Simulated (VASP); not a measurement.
# NaCl (Pm-3m) in VASP: settings compared

Aim: see how the results for NaCl move with the level of theory and the settings. Levels: PBE, LDA. Tasks: single point.

All numbers are computed with VASP 6.6.1; they aren't measurements. Logs are shortened: lines on timing, memory, paths and dates and some standing lists are left out, and cuts for length are marked.

### 1 The cell of the first run

The structure is cubic, space group Pm-3m (No. 221). Conventional cell: a = 2.916 Å, b = 2.916 Å, c = 2.916 Å, α = 90.00°, β = 90.00°, γ = 90.00°. Within 3.3 Å of Na (site symmetry m-3m) lie 8 Cl at 2.53 Å and 6 Na at 2.92 Å. Within 3.3 Å of Cl (site symmetry m-3m) lie 8 Na at 2.53 Å and 6 Cl at 2.92 Å.

### 2 Single point, PBE (12.40 Å³/atom)

INCAR

```
PREC = Accurate
ENCUT = 500
EDIFF = 1E-6
ISMEAR = -1
SIGMA = 0.02
LREAL = False
LASPH = True
NELM = 120
ALGO = Normal
ISIF = 2
LWAVE = False
LCHARG = True
GGA = PE
LELF = True
LVHAR = True
NBANDS = 14
GGA_COMPAT = False
```

KPOINTS

```
Automatic mesh
0
Gamma
  8 8 8
```

POSCAR

```
NaCl
1.0
    2.9160926721      0.0000000000      0.0000000000
    0.0000000000      2.9160926721      0.0000000000
    0.0000000000      0.0000000000      2.9160926721
Na Cl
1 1
Direct
    0.0000000000      0.0000000000      0.0000000000
    0.5000000000      0.5000000000      0.5000000000
```

Potentials or basis: VASP PAW PBE potentials, release 64 (Na_pv, Cl).

On the command line:

```bash
$ cat potpaw_PBE.64/Na_pv/POTCAR potpaw_PBE.64/Cl/POTCAR > POTCAR
$ mpirun -np 1 vasp_std > vasp.out
```

OUTCAR:

```text
PREC = Accurate
   ENCUT = 500
   EDIFF = 1E-6
   ISMEAR = -1
   LREAL = False
   LASPH = True
   NELM = 120
   ISIF = 2
   GGA = PE

 ion  position               nearest neighbor table
   1  0.000  0.000  0.000-   2 2.53   2 2.53   2 2.53   2 2.53   2 2.53   2 2.53   2 2.53   2 2.53

   2  0.500  0.500  0.500-   1 2.53   1 2.53   1 2.53   1 2.53   1 2.53   1 2.53   1 2.53   1 2.53

  LATTYP: Found a simple cubic cell.
 ALAT       =     2.9160926721

  Lattice vectors:

 A1 = (   2.9160926721,   0.0000000000,   0.0000000000)
 A2 = (   0.0000000000,   2.9160926721,   0.0000000000)
 A3 = (   0.0000000000,   0.0000000000,   2.9160926721)

Analysis of symmetry for initial positions (statically):
=====================================================================
 Subroutine PRICEL returns:
 Original cell was already a primitive cell.

 Routine SETGRP: Setting up the symmetry group for a
 simple cubic supercell.

 Subroutine GETGRP returns: Found 48 space group operations
 (whereof 48 operations were pure point group operations)
 out of a pool of 48 trial point group operations.

The static configuration has the point symmetry O_h .

Analysis of symmetry for dynamics (positions and initial velocities):
=====================================================================
 Subroutine PRICEL returns:
 Original cell was already a primitive cell.

 Routine SETGRP: Setting up the symmetry group for a
 simple cubic supercell.

 Subroutine GETGRP returns: Found 48 space group operations
 (whereof 48 operations were pure point group operations)
 out of a pool of 48 trial point group operations.

The dynamic configuration has the point symmetry O_h .

 Subroutine INISYM returns: Found 48 space group operations
 (whereof 48 operations are pure point group operations),
 and found     1 'primitive' translations

----------------------------------------------------------------------------------------

                                     Primitive cell

  volume of cell :      24.7973

  direct lattice vectors                    reciprocal lattice vectors
     2.916092672  0.000000000  0.000000000     0.342924630  0.000000000  0.000000000
     0.000000000  2.916092672  0.000000000     0.000000000  0.342924630  0.000000000
     0.000000000  0.000000000  2.916092672     0.000000000  0.000000000  0.342924630

  length of vectors
[... 91 lines left out ...]
   TEBEG  =    0.0;   TEEND  =   0.0 temperature during run
   PSTRESS=    0.0 pullay stress
   NELECT =      14.0000    total number of electrons
   NUPDOWN=      -1.0000    fix difference up-down
   EMIN   =  10.00;   EMAX   =-10.00  energy-range for DOS
   EFERMI =   0.00;   METHOD = LEGACY
   ISMEAR =    -1;   SIGMA  =   0.02  broadening in eV -4-tet -1-fermi 0-gaus
   EFERMI_NEDOS =   21; number of points for ismear=-14 and -15
   IALGO  =     38    algorithm
   IMIX   =      4    mixing-type and parameters
     AMIX     =   0.40;   BMIX     =  1.00
     AMIX_MAG =   1.60;   BMIX_MAG =  1.00
  volume/ion in A,a.u.               =      12.40        83.67
  Fermi-wavevector in a.u.,A,eV,Ry     =   1.353057  2.556908 24.909057  1.830764
  Thomas-Fermi vector in A             =   2.480344
   LORBIT       =      0    0 simple, 1 ext, 2 COOP (PROOUT), +10 PAW based schemes
   GGA     = PE    functional components
   LHFCALC =     F    Hartree Fock is set to
   AEXX    =    0.0000 exact exchange contribution
   IVDW    =     0    specifies the selected vdW correction
   LEPSILON=     F    determine dielectric tensor
   LRPA    =     F    only Hartree local field effects (RPA)
 non-spin polarized calculation
  energy-cutoff  :      500.00
  volume of cell :       24.80
 maximum number of plane-waves:       647
 NGX is ok and might be reduce to    24
   NGX = 11   NGY = 11   NGZ = 11

 number of electron      14.0000014 magnetization

 Free energy of the ion-electron system (eV)
  ---------------------------------------------------
  ext. energy  EPLUGINS =         0.00000000
  ---------------------------------------------------
  free energy    TOTEN  =        -4.70892909 eV

  energy without entropy =       -4.70892909  energy(sigma->0) =       -4.70892909

 E-fermi :   6.4109     XC(G=0): -11.0620

 val. band max:        5.9712428581   @ k =   0.5000   0.5000   0.0000
 cond. band min:      10.6064649240   @ k =   0.5000   0.5000   0.0000
 fundamental gap:      4.6352220659
 Fermi energy:         6.4108569491

 k-point     1 :       0.0000    0.0000    0.0000
  band No.  band energies     occupation
      1     -16.5328      2.00000
      2     -16.5328      2.00000
      3     -16.5328      2.00000
      4     -10.5006      2.00000
      5       4.8145      2.00000
      6       4.8145      2.00000
      7       4.8145      2.00000
      8      12.9205      0.00000
      9      12.9678      0.00000
     10      12.9678      0.00000
     11      23.6451      0.00000
     12      23.6451      0.00000
     13      23.6451      0.00000
     14      27.7409      0.00000
[... 377 lines left out ...]
      1     -16.7546      2.00000
      2     -16.7025      2.00000
      3     -16.5146      2.00000
      4      -8.3494      2.00000
      5       0.8589      2.00000
      6       1.5953      2.00000
      7       5.0289      2.00000
      8      11.5091      0.00000
      9      16.6739      0.00000
     10      17.0856      0.00000
     11      18.0261      0.00000
     12      22.8014      0.00000
     13      23.2776      0.00000
     14      27.2992      0.00000

 [... further k-points ...]

------------------------ aborting loop because EDIFF is reached ----------------------------------------

  FORCE on cell =-STRESS in cart. coord.  units (eV):
  Direction    XX          YY          ZZ          XY          YZ          ZX
  --------------------------------------------------------------------------------------
  -------------------------------------------------------------------------------------
  Total        7.9696282      7.9696282      7.9696282      0.0000000      0.0000000     -0.0000000
  in kB      514.9258310    514.9258310    514.9258310      0.0000000      0.0000000     -0.0000000
  external PRESSURE =     514.9258310 kB  Pullay stress =       0.0000000 kB

 VOLUME and BASIS-vectors are now :
 -----------------------------------------------------------------------------
  energy-cutoff  :      500.00
  volume of cell :       24.80
      direct lattice vectors                 reciprocal lattice vectors
     2.916092672  0.000000000  0.000000000     0.342924630  0.000000000  0.000000000
     0.000000000  2.916092672  0.000000000     0.000000000  0.342924630  0.000000000
     0.000000000  0.000000000  2.916092672     0.000000000  0.000000000  0.342924630

 POSITION                                       TOTAL-FORCE (eV/Angst)
 -----------------------------------------------------------------------------------
      0.00000      0.00000      0.00000         0.000000      0.000000      0.000000
      1.45805      1.45805      1.45805         0.000000      0.000000      0.000000
 -----------------------------------------------------------------------------------
    total drift:                               -0.000000     -0.000000     -0.000000

  FREE ENERGIE OF THE ION-ELECTRON SYSTEM (eV)
  ---------------------------------------------------
  free  energy   TOTEN  =        -4.7089290936 eV

  energy  without entropy=       -4.7089290935  energy(sigma->0) =       -4.70892909
```

It took 23 s on 1 thread of AMD EPYC, shared host; peak memory 0.1 GiB.

What came out:

* Free energy: -4.7089 eV
* Pressure: 51.5 GPa
* Band gap on the k mesh: 4.64 eV

Levels at points of the mesh, in eV from the valence-band top:
| k point | band 3 | band 4 | band 5 | band 6 | band 7 | band 8 | band 9 | band 10 | band 11 | band 12 |
| --- | --- | --- | --- | --- | --- | --- | --- | --- | --- | --- |
| (0.00, 0.00, 0.00) | -22.50 | -16.47 | -1.16 | -1.16 | -1.16 | 6.95 | 7.00 | 7.00 | 17.67 | 17.67 |
| (0.50, 0.00, 0.00) | -22.47 | -15.03 | -6.39 | -0.71 | -0.71 | 9.03 | 9.51 | 12.73 | 12.73 | 13.23 |
| (0.50, 0.50, 0.00) | -22.45 | -14.32 | -4.95 | -4.95 | 0.00 | 4.64 | 10.70 | 12.87 | 12.87 | 15.18 |
| (0.50, 0.50, 0.50) | -22.66 | -13.26 | -4.38 | -4.38 | -4.38 | 6.49 | 6.49 | 6.49 | 16.53 | 22.42 |

Caveat: the cell stands under pressure.

### 3 Single point, PBE (12.40 Å³/atom)

INCAR

```
SYSTEM = NaCl
PREC     = Accurate       ! precision mode
ENCUT    = 500            ! plane-wave cutoff, eV
EDIFF    = 1E-6           ! SCF threshold, eV
ISMEAR   = -1             ! smearing method
SIGMA    = 0.02           ! smearing width, eV
LREAL    = .False.        ! projectors in reciprocal space
LASPH    = .True.         ! aspherical terms in the spheres
NELM     = 120            ! most SCF steps
ALGO     = Normal         ! electronic algorithm
ISIF     = 2              ! what is computed and relaxed
LWAVE    = .False.        ! write WAVECAR
LCHARG   = .True.         ! write CHGCAR
GGA      = PE             ! functional
LELF     = .True.         ! ELF
LVHAR    = .True.       
NBANDS   = 14             ! bands
GGA_COMPAT= .False.
```

KPOINTS

```
regular mesh
0
Gamma
  8 8 8
  0 0 0
```

POSCAR is that of step 2.

Potentials or basis: VASP PAW PBE potentials, release 64 (Na_pv, Cl).

On the command line:

```bash
$ cat potpaw_PBE.64/Na_pv/POTCAR potpaw_PBE.64/Cl/POTCAR > POTCAR
$ mpirun -np 1 vasp_std > vasp.out
```

OUTCAR:

```text
SYSTEM = NaCl
   PREC = Accurate
   ENCUT = 500
   EDIFF = 1E-6
   ISMEAR = -1
   LREAL = .False.
   LASPH = .True.
   NELM = 120
   ISIF = 2
   GGA = PE

 ion  position               nearest neighbor table
   1  0.000  0.000  0.000-   2 2.53   2 2.53   2 2.53   2 2.53   2 2.53   2 2.53   2 2.53   2 2.53

   2  0.500  0.500  0.500-   1 2.53   1 2.53   1 2.53   1 2.53   1 2.53   1 2.53   1 2.53   1 2.53

  LATTYP: Found a simple cubic cell.
 ALAT       =     2.9160926721

[... 596 lines left out ...]

------------------------ aborting loop because EDIFF is reached ----------------------------------------

  FORCE on cell =-STRESS in cart. coord.  units (eV):
  Direction    XX          YY          ZZ          XY          YZ          ZX
  --------------------------------------------------------------------------------------
  -------------------------------------------------------------------------------------
  Total        7.9696282      7.9696282      7.9696282      0.0000000      0.0000000     -0.0000000
  in kB      514.9258310    514.9258310    514.9258310      0.0000000      0.0000000     -0.0000000
  external PRESSURE =     514.9258310 kB  Pullay stress =       0.0000000 kB

 VOLUME and BASIS-vectors are now :
 -----------------------------------------------------------------------------
  energy-cutoff  :      500.00
  volume of cell :       24.80
      direct lattice vectors                 reciprocal lattice vectors
     2.916092672  0.000000000  0.000000000     0.342924630  0.000000000  0.000000000
     0.000000000  2.916092672  0.000000000     0.000000000  0.342924630  0.000000000
     0.000000000  0.000000000  2.916092672     0.000000000  0.000000000  0.342924630

 POSITION                                       TOTAL-FORCE (eV/Angst)
 -----------------------------------------------------------------------------------
      0.00000      0.00000      0.00000         0.000000      0.000000      0.000000
      1.45805      1.45805      1.45805         0.000000      0.000000      0.000000
 -----------------------------------------------------------------------------------
    total drift:                               -0.000000     -0.000000     -0.000000

  FREE ENERGIE OF THE ION-ELECTRON SYSTEM (eV)
  ---------------------------------------------------
  free  energy   TOTEN  =        -4.7089290936 eV

  energy  without entropy=       -4.7089290935  energy(sigma->0) =       -4.70892909
```

OSZICAR:

```text
N       E                     dE             d eps       ncg     rms          rms(c)
DAV:   1     0.103657717766E+03    0.10366E+03   -0.71868E+03   998   0.115E+03
DAV:   2     0.688735820259E+00   -0.10297E+03   -0.94807E+02  1100   0.313E+02
DAV:   3    -0.492998803344E+01   -0.56187E+01   -0.55862E+01  1298   0.662E+01
DAV:   4    -0.499602333707E+01   -0.66035E-01   -0.66019E-01  1106   0.728E+00
DAV:   5    -0.499701000197E+01   -0.98666E-03   -0.98665E-03  1298   0.939E-01    0.513E+00
DAV:   6    -0.475650629772E+01    0.24050E+00   -0.22755E-01  1352   0.526E+00    0.348E+00
DAV:   7    -0.470986825604E+01    0.46638E-01   -0.12660E-01  1330   0.342E+00    0.173E+00
DAV:   8    -0.470906196888E+01    0.80629E-03   -0.91212E-03  1076   0.106E+00    0.370E-01
DAV:   9    -0.470891597849E+01    0.14599E-03   -0.25958E-04  1292   0.240E-01    0.820E-02
DAV:  10    -0.470892725457E+01   -0.11276E-04   -0.35887E-05  1172   0.107E-01    0.349E-02
DAV:  11    -0.470892876234E+01   -0.15078E-05   -0.45059E-06  1226   0.197E-02    0.678E-03
DAV:  12    -0.470892909355E+01   -0.33121E-06   -0.35255E-07   982   0.621E-03
   1 F= -.47089291E+01 E0= -.47089291E+01  d E =-.155616E-11
```

stdout:

```text
POSCAR found type information on POSCAR NaCl
 POSCAR found :  2 types and       2 ions
 scaLAPACK will be used
 LDA part: xc-table for (Slater+PW92), standard interpolation
 POSCAR, INCAR and KPOINTS ok, starting setup
 FFT: planning ... GRIDC
 FFT: planning ... GRID_SOFT
 FFT: planning ... GRID
 WAVECAR not read
 entering main loop
```

Run time: 24 s. Hardware: 1 thread of AMD EPYC, shared host; peak memory 0.1 GiB.

Results:

```
Free energy            : -4.7089 eV
Pressure               : 51.5 GPa
Band gap on the k mesh : 4.64 eV
```

Caveat: the cell stands under pressure. A k mesh can miss the band edges.

### 4 Single point, LDA (11.23 Å³/atom)

This run uses another cell than the first one, of 11.23 Å³/atom.

INCAR

```
SYSTEM = NaCl
PREC = Accurate ; ENCUT = 500
EDIFF = 1E-6 ; ISMEAR = -1
SIGMA = 0.02 ; LREAL = .FALSE.
LASPH = .TRUE. ; NELM = 120
ALGO = Normal ; ISIF = 2
LWAVE = .FALSE. ; LCHARG = .FALSE.
NBANDS = 14 ; GGA_COMPAT = .FALSE.
```

KPOINTS

```
regular mesh
0
G
  8 8 8
  0 0 0
```

POSCAR

```
NaCl
1.0
    2.8213466130      0.0000000000      0.0000000000
    0.0000000000      2.8213466130      0.0000000000
    0.0000000000      0.0000000000      2.8213466130
Na Cl
1 1
Direct
    0.0000000000      0.0000000000      0.0000000000
    0.5000000000      0.5000000000      0.5000000000
```

Potentials or basis: VASP PAW LDA potentials, release 64 (Na_pv, Cl).

On the command line:

```bash
$ cat potpaw_LDA.64/Na_pv/POTCAR potpaw_LDA.64/Cl/POTCAR > POTCAR
$ mpirun -np 1 vasp_std > vasp.out
```

Run time: 16 s. Hardware: 1 thread of AMD EPYC 7R43 (Zen 3), shared host; peak memory 0.08 GiB.

It converged, with:

```
Free energy            : -5.1814 eV
Pressure               : 64.8 GPa
Band gap on the k mesh : 3.87 eV
```

Levels at points of the mesh, in eV from the valence-band top:
| k point | band 3 | band 4 | band 5 | band 6 | band 7 | band 8 | band 9 | band 10 | band 11 | band 12 |
| --- | --- | --- | --- | --- | --- | --- | --- | --- | --- | --- |
| (0.00, 0.00, 0.00) | -22.91 | -17.33 | -1.36 | -1.36 | -1.36 | 6.15 | 6.15 | 7.38 | 17.86 | 17.86 |
| (0.50, 0.00, 0.00) | -22.87 | -15.46 | -7.41 | -0.87 | -0.87 | 8.96 | 9.14 | 12.58 | 12.58 | 13.36 |
| (0.50, 0.50, 0.00) | -22.84 | -14.68 | -5.71 | -5.71 | 0.00 | 3.87 | 10.57 | 12.55 | 12.55 | 15.47 |
| (0.50, 0.50, 0.50) | -23.13 | -13.32 | -5.15 | -5.15 | -5.15 | 5.88 | 5.88 | 5.88 | 16.99 | 23.43 |

Caveat: the cell stands under pressure.

### 5 Single point, LDA

This run uses another cell than the first one, of 11.70 Å³/atom.

INCAR is that of step 4.

KPOINTS

```
Automatic mesh
0
G
  8 8 8
  0 0 0
```

POSCAR

```
NaCl
1.0
    2.8600000000      0.0000000000      0.0000000000
    0.0000000000      2.8600000000      0.0000000000
    0.0000000000      0.0000000000      2.8600000000
Na Cl
1 1
Direct
    0.0000000000      0.0000000000      0.0000000000
    0.5000000000      0.5000000000      0.5000000000
```

On the command line:

```bash
$ cat potpaw_LDA.64/Na_pv/POTCAR potpaw_LDA.64/Cl/POTCAR > POTCAR
$ mpirun -np 1 vasp_std > vasp.out
```

Run time: 24 s. Hardware: 1 thread of AMD EPYC 7R43 (Zen 3), shared host; peak memory 0.09 GiB.

It converged, with:

```
Free energy            : -5.5292 eV
Pressure               : 54.4 GPa
Band gap on the k mesh : 4.04 eV
```

Levels at points of the mesh, in eV from the valence-band top:
| k point | band 4 | band 5 | band 6 | band 7 | band 8 | band 9 | band 10 | band 11 |
| --- | --- | --- | --- | --- | --- | --- | --- | --- |
| (0.00, 0.00, 0.00) | -16.95 | -1.29 | -1.29 | -1.29 | 6.39 | 6.39 | 7.01 | 17.76 |
| (0.50, 0.00, 0.00) | -15.24 | -7.04 | -0.81 | -0.81 | 8.94 | 9.13 | 12.56 | 12.56 |
| (0.50, 0.50, 0.00) | -14.49 | -5.43 | -5.43 | 0.00 | 4.04 | 10.53 | 12.60 | 12.60 |
| (0.50, 0.50, 0.50) | -13.25 | -4.85 | -4.85 | -4.85 | 6.00 | 6.00 | 6.00 | 16.58 |

Caveat: the cell stands under pressure.

### 6 Single point, PBE

This run uses another cell than the first one, of 11.70 Å³/atom.

INCAR

```
SYSTEM = NaCl
PREC = Accurate ; ENCUT = 500
EDIFF = 1E-6 ; ISMEAR = -1
SIGMA = 0.02 ; LREAL = .False.
LASPH = .True. ; NELM = 120
ALGO = Normal ; ISIF = 2
LWAVE = .False. ; LCHARG = .False.
GGA = PE ; NBANDS = 14
GGA_COMPAT = .False.
```

KPOINTS

```
Automatic mesh
0
Gamma
  8 8 8
  0 0 0
```

POSCAR is that of step 5.

Potentials or basis: VASP PAW PBE potentials, release 64 (Na_pv, Cl).

On the command line:

```bash
$ cat potpaw_PBE.64/Na_pv/POTCAR potpaw_PBE.64/Cl/POTCAR > POTCAR
$ mpirun -np 1 vasp_std > vasp.out
```

It took 23 s on 1 thread of AMD EPYC 7R43 (Zen 3), shared host; peak memory 0.1 GiB.

It converged, with:

```
Free energy            : -4.1994 eV
Pressure               : 65.1 GPa
Band gap on the k mesh : 4.42 eV
```

Levels at points of the mesh, in eV from the valence-band top:
```csv
k point,band 4,band 5,band 6,band 7,band 8,band 9,band 10,band 11
"(0.00, 0.00, 0.00)",-16.98,-1.26,-1.26,-1.26,6.68,6.68,7.44,17.83
"(0.50, 0.00, 0.00)",-15.32,-6.89,-0.78,-0.78,9.28,9.30,12.76,12.76
"(0.50, 0.50, 0.00)",-14.58,-5.34,-5.34,0.00,4.42,10.74,12.81,12.81
"(0.50, 0.50, 0.50)",-13.37,-4.78,-4.78,-4.78,6.34,6.34,6.34,17.11
```

Caveat: the cell stands under pressure.

### 7 Summary

| level | potentials or basis | cell | gap on the mesh (eV) | pressure (GPa) |
| --- | --- | --- | --- | --- |
| PBE | VASP PAW PBE potentials, release 64 (Na_pv, Cl) | a = 2.916 Å, 2 atoms | 4.64 | 51.5 |
| LDA | VASP PAW LDA potentials, release 64 (Na_pv, Cl) | a = 2.821 Å, 2 atoms | 3.87 | 64.8 |
| LDA | VASP PAW LDA potentials, release 64 (Na_pv, Cl) | a = 2.860 Å, 2 atoms | 4.04 | 54.4 |
| PBE | VASP PAW PBE potentials, release 64 (Na_pv, Cl) | a = 2.860 Å, 2 atoms | 4.42 | 65.1 |

Alike in all rows: task single point; no spin polarisation; k mesh 8 × 8 × 8; cutoff (eV) 500; smearing fermi-dirac 0.02 eV.

Caveats: the cell stands under pressure.

Total energies depend on the potentials used, so only differences within one code and one set of settings carry meaning.
